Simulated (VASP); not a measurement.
# MoS2 (Fm-3m) in VASP: a series of runs

MoS2 is run at these levels: LDA+U; tasks: single point.

All numbers are computed with VASP 6.6.1; they aren't measurements. Logs are shortened: lines on timing, memory, paths and dates and some standing lists are left out, and cuts for length are marked.

**1. The cell of the first run**

The structure is cubic, space group Fm-3m (No. 225). Conventional cell: a = 5.992 Å, b = 5.992 Å, c = 5.992 Å, α = 90.00°, β = 90.00°, γ = 90.00°. Mo (site symmetry m-3m) has 8 S at 2.59 Å within 3.4 Å. S (site symmetry -43m) has 4 Mo at 2.59 Å and 6 S at 3.00 Å within 3.4 Å.

**2. Single point, LDA+U, collinear spin**

The input, INCAR:

```
PREC     = Accurate       # precision mode
ENCUT    = 500            # plane-wave cutoff, eV
EDIFF    = 1E-6           # SCF threshold, eV
ISMEAR   = 0              # smearing method
SIGMA    = 0.05           # smearing width, eV
LREAL    = F              # projectors in reciprocal space
LASPH    = T              # aspherical terms in the spheres
NELM     = 200            # most SCF steps
ALGO     = Normal         # electronic algorithm
ISIF     = 2              # what is computed and relaxed
LWAVE    = F              # write WAVECAR
LCHARG   = F              # write CHGCAR
ISPIN    = 2              # spin polarisation
MAGMOM   = 2 0 0          # initial moments
LORBIT   = 11             # projections on sites
LMAXMIX  = 4              # l up to which the mixer works
LDAU     = T              # DFT+U
LDAUTYPE = 1            
LDAUL    = 2 -1           # shell
LDAUU    = 3 0            # U, eV
LDAUJ    = 0.7 0        
LDAUPRINT= 1            
NBANDS   = 24             # bands
GGA_COMPAT= F
```

The input, KPOINTS:

```
Automatic mesh
0
Gamma
  6 6 6
```

The input, POSCAR:

```
MoS2
1.0
    0.0000000000      2.9959514200      2.9959514200
    2.9959514200      0.0000000000      2.9959514200
    2.9959514200      2.9959514200      0.0000000000
Mo S
1 2
Direct
    0.0000000000      0.0000000000      0.0000000000
    0.2500000000      0.2500000000      0.2500000000
    0.7500000000      0.7500000000      0.7500000000
```

Potentials or basis: VASP PAW LDA potentials, release 64 (Mo_sv, S).

Launch:

```
$ cat potpaw_LDA.64/Mo_sv/POTCAR potpaw_LDA.64/S/POTCAR > POTCAR
$ mpirun -np 1 vasp_std > vasp.out
```

OUTCAR:

```text
PREC = Accurate
   ENCUT = 500
   EDIFF = 1E-6
   ISMEAR = 0
   LREAL = F
   LASPH = T
   NELM = 200
   ISIF = 2
   ISPIN = 2
   LORBIT = 11

 ion  position               nearest neighbor table
   1  0.000  0.000  0.000-   3 2.59   3 2.59   3 2.59   2 2.59   2 2.59   2 2.59   3 2.59   2 2.59

   2  0.250  0.250  0.250-   1 2.59   1 2.59   1 2.59   1 2.59
   3  0.750  0.750  0.750-   1 2.59   1 2.59   1 2.59   1 2.59

  LATTYP: Found a face centered cubic cell.
 ALAT       =     5.9919028400

  Lattice vectors:

 A1 = (   0.0000000000,   2.9959514200,   2.9959514200)
 A2 = (   2.9959514200,   0.0000000000,   2.9959514200)
 A3 = (   2.9959514200,   2.9959514200,   0.0000000000)

Analysis of symmetry for initial positions (statically):
=====================================================================
 Subroutine PRICEL returns:
 Original cell was already a primitive cell.

 Routine SETGRP: Setting up the symmetry group for a
 face centered cubic supercell.

 Subroutine GETGRP returns: Found 48 space group operations
 (whereof 48 operations were pure point group operations)
 out of a pool of 48 trial point group operations.

The static configuration has the point symmetry O_h .

Analysis of symmetry for dynamics (positions and initial velocities):
=====================================================================
 Subroutine PRICEL returns:
 Original cell was already a primitive cell.

 Routine SETGRP: Setting up the symmetry group for a
 face centered cubic supercell.

 Subroutine GETGRP returns: Found 48 space group operations
 (whereof 48 operations were pure point group operations)
 out of a pool of 48 trial point group operations.

The dynamic configuration has the point symmetry O_h .

Analysis of structural, dynamic, and magnetic symmetry:
=====================================================================
 Subroutine PRICEL returns:
 Original cell was already a primitive cell.

 Routine SETGRP: Setting up the symmetry group for a
 face centered cubic supercell.

 Subroutine GETGRP returns: Found 48 space group operations
 (whereof 48 operations were pure point group operations)
 out of a pool of 48 trial point group operations.

The overall configuration has the point symmetry O_h .

 Subroutine INISYM returns: Found 48 space group operations
 (whereof 48 operations are pure point group operations),
 and found     1 'primitive' translations

----------------------------------------------------------------------------------------

                                     Primitive cell

  volume of cell :      53.7817

  direct lattice vectors                    reciprocal lattice vectors
     0.000000000  2.995951420  2.995951420    -0.166891892  0.166891892  0.166891892
     2.995951420  0.000000000  2.995951420     0.166891892 -0.166891892  0.166891892
     2.995951420  2.995951420  0.000000000     0.166891892  0.166891892 -0.166891892

  length of vectors
     4.236915130  4.236915130  4.236915130     0.289065236  0.289065236  0.289065236

  position of ions in fractional coordinates (direct lattice)
     0.000000000  0.000000000  0.000000000
     0.250000000  0.250000000  0.250000000
     0.750000000  0.750000000  0.750000000

  ion indices of the primitive-cell ions
   primitive index   ion index
                 1           1
                 2           2
                 3           3

----------------------------------------------------------------------------------------

 KPOINTS: Automatic mesh

Automatic generation of k-mesh.
 Grid dimensions read from file:
 generate k-points for:    6    6    6

 Generating k-lattice:

  Cartesian coordinates                     Fractional coordinates (reciprocal lattice)
    -0.027815315  0.027815315  0.027815315     0.166666667  0.000000000  0.000000000
[... 66 lines left out ...]
   EFERMI_NEDOS =   21; number of points for ismear=-14 and -15
   IALGO  =     38    algorithm
   IMIX   =      4    mixing-type and parameters
     AMIX     =   0.40;   BMIX     =  1.00
     AMIX_MAG =   1.60;   BMIX_MAG =  1.00
  volume/ion in A,a.u.               =      17.93       120.98
  Fermi-wavevector in a.u.,A,eV,Ry     =   1.284856  2.428026 22.461251  1.650855
  Thomas-Fermi vector in A             =   2.417025
   LORBIT       =     11    0 simple, 1 ext, 2 COOP (PROOUT), +10 PAW based schemes
 LDA+U is selected, type is set to LDAUTYPE =  1
   angular momentum for each species LDAUL =     2   -1
   U (eV)           for each species LDAUU =   3.0  0.0
   J (eV)           for each species LDAUJ =   0.7  0.0
   GGA     = CA    functional components
   LHFCALC =     F    Hartree Fock is set to
   AEXX    =    0.0000 exact exchange contribution
   IVDW    =     0    specifies the selected vdW correction
   LEPSILON=     F    determine dielectric tensor
   LRPA    =     F    only Hartree local field effects (RPA)
 spin polarized calculation
 Gauss-broadening in eV      SIGMA  =   0.05
  energy-cutoff  :      500.00
  volume of cell :       53.78
 maximum number of plane-waves:      1380
   NGX = 15   NGY = 15   NGZ = 15

atom =   1  type =  1  l = 2

 onsite density matrix

spin component  1

  0.3596 -0.0000 -0.0000 -0.0000  0.0000
 -0.0000  0.3596 -0.0000 -0.0000  0.0000
 -0.0000 -0.0000  0.7974  0.0000 -0.0000
 -0.0000 -0.0000  0.0000  0.3596 -0.0000
  0.0000  0.0000 -0.0000 -0.0000  0.7974

spin component  2

  0.3062 -0.0000  0.0000 -0.0000 -0.0000
 -0.0000  0.3062 -0.0000 -0.0000  0.0000
  0.0000 -0.0000  0.0843 -0.0000 -0.0000
 -0.0000 -0.0000 -0.0000  0.3062  0.0000
 -0.0000  0.0000 -0.0000  0.0000  0.0843

 occupancies and eigenvectors

  o =  0.0843  v =  0.0000  0.0000  0.0000  0.0000  0.0000  0.0000 -0.0000  0.9975 -0.0000 -0.0701      0.0000  0.0000  0.0000  0.0000  0.0000  0.0000  0.0000  0.0000  0.0000  0.0000
  o =  0.0843  v =  0.0000  0.0000  0.0000  0.0000  0.0000  0.0000  0.0000  0.0701 -0.0000  0.9975      0.0000  0.0000  0.0000  0.0000  0.0000  0.0000  0.0000  0.0000  0.0000  0.0000
  o =  0.3062  v =  0.0000  0.0000  0.0000  0.0000  0.0000  0.0000  0.9951  0.0000  0.0986 -0.0000      0.0000  0.0000  0.0000  0.0000  0.0000  0.0000  0.0000  0.0000  0.0000  0.0000
  o =  0.3062  v =  0.0000  0.0000  0.0000  0.0000  0.0000  0.0000  0.0986  0.0000 -0.9951  0.0000      0.0000  0.0000  0.0000  0.0000  0.0000  0.0000  0.0000  0.0000  0.0000  0.0000
  o =  0.3062  v =  0.0000  0.0000  0.0000  0.0000  0.0000  1.0000  0.0000  0.0000  0.0000  0.0000      0.0000  0.0000  0.0000  0.0000  0.0000  0.0000  0.0000  0.0000  0.0000  0.0000
  o =  0.3596  v =  0.0000  0.8921 -0.0000 -0.4518 -0.0000  0.0000  0.0000  0.0000  0.0000  0.0000      0.0000  0.0000  0.0000  0.0000  0.0000  0.0000  0.0000  0.0000  0.0000  0.0000
  o =  0.3596  v =  0.0000 -0.4518 -0.0000 -0.8921  0.0000  0.0000  0.0000  0.0000  0.0000  0.0000      0.0000  0.0000  0.0000  0.0000  0.0000  0.0000  0.0000  0.0000  0.0000  0.0000
  o =  0.3596  v =  1.0000  0.0000  0.0000  0.0000  0.0000  0.0000  0.0000  0.0000  0.0000  0.0000      0.0000  0.0000  0.0000  0.0000  0.0000  0.0000  0.0000  0.0000  0.0000  0.0000
  o =  0.7974  v =  0.0000 -0.0000  0.0006 -0.0000 -1.0000  0.0000  0.0000  0.0000  0.0000  0.0000      0.0000  0.0000  0.0000  0.0000  0.0000  0.0000  0.0000  0.0000  0.0000  0.0000
  o =  0.7974  v =  0.0000 -0.0000 -1.0000  0.0000 -0.0006  0.0000  0.0000  0.0000  0.0000  0.0000      0.0000  0.0000  0.0000  0.0000  0.0000  0.0000  0.0000  0.0000  0.0000  0.0000

 number of electron      26.0000003 magnetization       1.8676372

 Free energy of the ion-electron system (eV)
  ---------------------------------------------------
  ext. energy  EPLUGINS =         0.00000000
  ---------------------------------------------------
  free energy    TOTEN  =       -20.12242576 eV

  energy without entropy =      -20.11923209  energy(sigma->0) =      -20.12082892

 E-fermi :   8.0554     XC(G=0): -11.1816

 val. band max:        8.0421253204   @ k =  -0.3333   0.1667   0.0000
 cond. band min:       8.0566991133   @ k =  -0.1667   0.1667   0.0000
 fundamental gap:      0.0145737929
 Fermi energy:         8.0554061173

 spin component 1

 k-point     1 :       0.0000    0.0000    0.0000
  band No.  band energies     occupation
      1     -54.1131      1.00000
      2     -28.3801      1.00000
      3     -28.3801      1.00000
      4     -28.3801      1.00000
      5      -7.3632      1.00000
      6      -3.1519      1.00000
[... 421 lines left out ...]
     23      19.0521      0.00000
     24      20.7645      0.00000
 Fermi energy:         8.0554061173

 spin component 2

 k-point     1 :       0.0000    0.0000    0.0000
  band No.  band energies     occupation
      1     -53.1543      1.00000
      2     -27.3595      1.00000
      3     -27.3595      1.00000
      4     -27.3595      1.00000
      5      -7.2688      1.00000
      6      -3.1319      1.00000
[... 421 lines left out ...]
     23      19.2441      0.00000
     24      21.2253      0.00000

------------------------ aborting loop because EDIFF is reached ----------------------------------------

  FORCE on cell =-STRESS in cart. coord.  units (eV):
  Direction    XX          YY          ZZ          XY          YZ          ZX
  --------------------------------------------------------------------------------------
  -------------------------------------------------------------------------------------
  Total       -2.5507654     -2.5507654     -2.5507654     -0.0000000      0.0000000      0.0000000
  in kB      -75.9883126    -75.9883126    -75.9883126     -0.0000000      0.0000000      0.0000000
  external PRESSURE =     -75.9883126 kB  Pullay stress =       0.0000000 kB

 VOLUME and BASIS-vectors are now :
 -----------------------------------------------------------------------------
  energy-cutoff  :      500.00
  volume of cell :       53.78
      direct lattice vectors                 reciprocal lattice vectors
     0.000000000  2.995951420  2.995951420    -0.166891892  0.166891892  0.166891892
     2.995951420  0.000000000  2.995951420     0.166891892 -0.166891892  0.166891892
     2.995951420  2.995951420  0.000000000     0.166891892  0.166891892 -0.166891892

 POSITION                                       TOTAL-FORCE (eV/Angst)
 -----------------------------------------------------------------------------------
      0.00000      0.00000      0.00000         0.000000      0.000000      0.000000
      1.49798      1.49798      1.49798         0.000000      0.000000      0.000000
      4.49393      4.49393      4.49393        -0.000000     -0.000000     -0.000000
 -----------------------------------------------------------------------------------
    total drift:                                0.000000     -0.000000      0.000000

  FREE ENERGIE OF THE ION-ELECTRON SYSTEM (eV)
  ---------------------------------------------------
  free  energy   TOTEN  =       -20.1224257606 eV

  energy  without entropy=      -20.1192320874  energy(sigma->0) =      -20.12082892

 total charge

# of ion       s       p       d       tot
------------------------------------------
    1        2.256   6.147   3.717  12.120
    2        1.355   2.323   0.000   3.678
    3        1.355   2.323   0.000   3.678
--------------------------------------------------
tot          4.967  10.793   3.717  19.476

 magnetization (x)

# of ion       s       p       d       tot
------------------------------------------
    1        0.027   0.026   1.576   1.629
    2       -0.002  -0.011   0.000  -0.014
    3       -0.002  -0.011   0.000  -0.014
--------------------------------------------------
tot          0.023   0.003   1.576   1.602
```

Run time: 56 s. Hardware: 1 thread of Intel Xeon 8259CL, shared host; peak memory 0.17 GiB.

Results:

- Free energy: -20.1224 eV
- Pressure: -7.6 GPa
- Net moment: 1.87 μB per cell
- Site moments: Mo +1.63; S -0.01 μB
- Valence electrons inside the program's atomic spheres: Mo 12.12; S 3.68

Levels at points of the mesh, in eV from the Fermi level:
Spin up:
```
           k point  band 12  band 13  band 14  band 15  band 16  band 17
(0.00, 0.00, 0.00)    -1.08    -1.08    -1.08     3.13     3.13     3.13
(0.50, 0.00, 0.00)    -3.38    -2.27    -2.27     0.58     2.64     2.64
(0.50, 0.50, 0.00)    -2.39    -2.21     0.31     0.65     2.55     2.55
```
Spin down:
```tsv
k point	band 8	band 9	band 10	band 11	band 12	band 13	band 14	band 15	band 16	band 17
(0.00, 0.00, 0.00)	-6.05	-6.05	-1.01	-1.01	-1.01	-0.21	-0.21	3.56	3.56	3.56
(0.50, 0.00, 0.00)	-5.12	-4.07	-3.42	-3.27	-3.27	0.03	0.03	1.09	3.64	3.64
(0.50, 0.50, 0.00)	-5.27	-5.27	-2.68	-2.68	-0.33	0.34	0.95	1.20	2.81	2.81
```

Eigenvalues of the final occupation matrices:
```csv
site,spin,trace,eigenvalues
site 1 d,1,2.67,0.36 0.36 0.36 0.80 0.80
site 1 d,2,1.09,0.08 0.08 0.31 0.31 0.31
```

Caveat: the cell stands under tension.

**3. Single point, LDA+U, collinear spin**

The input, INCAR:

```
ALGO = Normal
EDIFF = 1E-6
ENCUT = 500
GGA = CA
GGA_COMPAT = F
ISIF = 2
ISMEAR = 0
ISPIN = 2
LASPH = T
LCHARG = T
LDAU = T
LDAUJ = 0.7 0
LDAUL = 2 -1
LDAUPRINT = 1
LDAUTYPE = 1
LDAUU = 3 0
LELF = T
LMAXMIX = 4
LORBIT = 11
LREAL = F
LVHAR = T
LWAVE = F
MAGMOM = 1.53 -0.04 -0.04
NBANDS = 24
NELM = 200
NUPDOWN = 1.8
PREC = Accurate
SIGMA = 0.05
```

The input, KPOINTS:

```
k-points
0
Gamma
  6 6 6
```

POSCAR is that of step 2.

Potentials or basis: VASP PAW LDA potentials, release 64 (Mo_sv, S).

Launch:

```
$ cat potpaw_LDA.64/Mo_sv/POTCAR potpaw_LDA.64/S/POTCAR > POTCAR
$ mpirun -np 1 vasp_std > vasp.out
```

It took 58 s on 1 thread of Intel Xeon 8259CL, shared host; peak memory 0.18 GiB.

It converged, with:

| Quantity | Value |
| --- | --- |
| Free energy | -20.0959 eV |
| Pressure | -8.0 GPa |
| Net moment | 1.80 μB per cell |
| Site moments | Mo +1.58; S -0.02 μB |
| Valence electrons inside the program's atomic spheres | Mo 12.12; S 3.67 |

Eigenvalues of the final occupation matrices:
| site | spin | trace | eigenvalues |
| --- | --- | --- | --- |
| site 1 d | 1 | 2.65 | 0.36 0.36 0.36 0.79 0.79 |
| site 1 d | 2 | 1.11 | 0.09 0.09 0.31 0.31 0.31 |

Caveat: the cell stands under tension; the total moment is fixed, so each spin has its own Fermi level.

**4. Single point, LDA+U, collinear spin**

The input, INCAR:

```
SYSTEM = MoS2
PREC = Accurate
ENCUT = 500
EDIFF = 1E-6
ISMEAR = 0
SIGMA = 0.05
LREAL = .False.
LASPH = .True.
NELM = 200
ALGO = Normal
ISIF = 2
LWAVE = .False.
LCHARG = .False.
ISPIN = 2
MAGMOM = 1.45 0 0
LORBIT = 11
LMAXMIX = 4
LDAU = .True.
LDAUTYPE = 1
LDAUL = 2 -1
LDAUU = 3 0
LDAUJ = 0.7 0
LDAUPRINT = 1
NBANDS = 24
GGA_COMPAT = .False.
```

The input, KPOINTS:

```
regular mesh
0
Gamma
  6 6 6
  0 0 0
```

POSCAR is that of step 3.

Launch:

```
$ cat potpaw_LDA.64/Mo_sv/POTCAR potpaw_LDA.64/S/POTCAR > POTCAR
$ mpirun -np 1 vasp_std > vasp.out
```

Run time: 61 s. Hardware: 1 thread of Intel Xeon 8259CL, shared host; peak memory 0.17 GiB.

Results (log left out):

* Free energy: -20.1224 eV
* Pressure: -7.6 GPa
* Net moment: 1.87 μB per cell
* Site moments: Mo +1.63; S -0.01 μB
* Valence electrons inside the program's atomic spheres: Mo 12.12; S 3.68

Levels at points of the mesh, in eV from the Fermi level:
Spin up:
| k point | band 12 | band 13 | band 14 | band 15 | band 16 | band 17 |
| --- | --- | --- | --- | --- | --- | --- |
| (0.00, 0.00, 0.00) | -1.08 | -1.08 | -1.08 | 3.13 | 3.13 | 3.13 |
| (0.50, 0.00, 0.00) | -3.38 | -2.27 | -2.27 | 0.58 | 2.64 | 2.64 |
| (0.50, 0.50, 0.00) | -2.39 | -2.21 | 0.31 | 0.65 | 2.55 | 2.55 |
Spin down:
```
           k point  band 10  band 11  band 12  band 13  band 14  band 15
(0.00, 0.00, 0.00)    -1.01    -1.01    -1.01    -0.21    -0.21     3.56
(0.50, 0.00, 0.00)    -3.42    -3.27    -3.27     0.03     0.03     1.09
(0.50, 0.50, 0.00)    -2.68    -2.68    -0.33     0.34     0.95     1.20
```

Eigenvalues of the final occupation matrices:
```tsv
site	spin	trace	eigenvalues
site 1 d	1	2.67	0.36 0.36 0.36 0.80 0.80
site 1 d	2	1.09	0.08 0.08 0.31 0.31 0.31
```

Caveat: the cell stands under tension.
